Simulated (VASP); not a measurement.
A run of VASP 6.6.1:

Contents of INCAR:

```
  PREC = Accurate
  ENCUT = 520
  EDIFF = 1E-6
  ISMEAR = 0
  SIGMA = 0.1
  LREAL = F
  LASPH = T
  NELM = 150
  ALGO = Normal
  ISIF = 2
  LWAVE = F
  LCHARG = F
  ISPIN = 2
  MAGMOM = 0 0 0 0 0 0 0 0 0 0 0 0 1
  LORBIT = 11
  LDIPOL = T
  IDIPOL = 3
  DIPOL = 0.5 0.5 0.301
  GGA = PE
  NBANDS = 34
```

File KPOINTS:

```
Automatic mesh
0
Gamma
  6 6 1
```

POSCAR

```
Al12H
1.0
    5.7143028096      0.0000000000      0.0000000000
   -2.8571514048      4.9487313980      0.0000000000
    0.0000000000      0.0000000000     21.6016424764
Al H
12 1
Direct
    0.3333333333      0.1666666667      0.1851711047
    0.3333333333      0.6666666667      0.1851711047
    0.8333333333      0.1666666667      0.1851711047
    0.8333333333      0.6666666667      0.1851711047
    0.1666666667      0.3333333333      0.2916873740
    0.1666666667      0.8333333333      0.2916873740
    0.6666666667      0.3333333333      0.2916873740
    0.6666666667      0.8333333333      0.2916873740
    0.0000000000      0.0000000000      0.3981939098
    0.0000000000      0.5000000000      0.3981939098
    0.5000000000      0.0000000000      0.3981939098
    0.5000000000      0.5000000000      0.3981939098
    0.1666666667     -0.1666666667      0.4069895373
```

Potentials or basis: VASP PAW PBE potentials, release 64 (Al, H).

Run with:

```console
$ cat potpaw_PBE.64/Al/POTCAR potpaw_PBE.64/H/POTCAR > POTCAR
$ mpirun -np 1 vasp_std > vasp.out
```

Hardware: 1 thread of Oxide Virtual Turin-like Processor, with other jobs on the host.

**Question.** How long does it take, and how much memory?

**Answer.** Wall time 12 min on 1 thread of Oxide Virtual Turin-like Processor, with other jobs on the host, peak memory 0.88 GiB. Counts: scf iterations 30, k points 7.
